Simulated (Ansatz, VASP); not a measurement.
## N: VASP beside Ansatz

```xyz
4
Lattice="5.5034 0.0000 0.0000 0.0000 5.5034 0.0000 0.0000 0.0000 5.5034" Properties=species:S:1:pos:R:3 pbc="T T T"
N     0.0020    0.0020    0.0020
N     2.7497    5.5014    2.7537
N     2.7537    2.7497    5.5014
N     5.5014    2.7537    2.7497
```

Alike in both runs: functional r2SCAN; k mesh 4 × 4 × 4; occupations gaussian, width 0.02 eV; collinear spin.

Ansatz relaxed the structure, and its values are those at the end. VASP's run is a single point on that final structure, the one shown.

```csv
,VASP,Ansatz
version,VASP 6.6.1,Ansatz 0.2.0
potentials or method,"VASP PAW PBE potentials, release 64 (N), cutoff 520 eV","scalar-relativistic, plane waves, PAW"
valence electrons in the cell,20,20
```

Ansatz gave:

```
gap on the k mesh at the Fermi level (eV)                     : 4.48
least direct gap on the mesh (eV)                             : 4.56
pressure (GPa)                                                : 0.0
net moment per atom (μB)                                      : 3.00
size of the moment on the site where the two differ most (μB) : 2.93
```

**Question.** What did VASP give for the same quantities?

**Answer.** gap on the k mesh at the Fermi level (eV): 4.48; least direct gap on the mesh (eV): 4.56; pressure (GPa): -0.1; net moment per atom (μB): 3.00; size of the moment on the site where the two differ most (μB): 1.99.

VASP's potentials were made for PBE, not for r2SCAN. Site moments also hang on the region over which each program counts them. Ansatz's warnings: stress scf threshold loose.
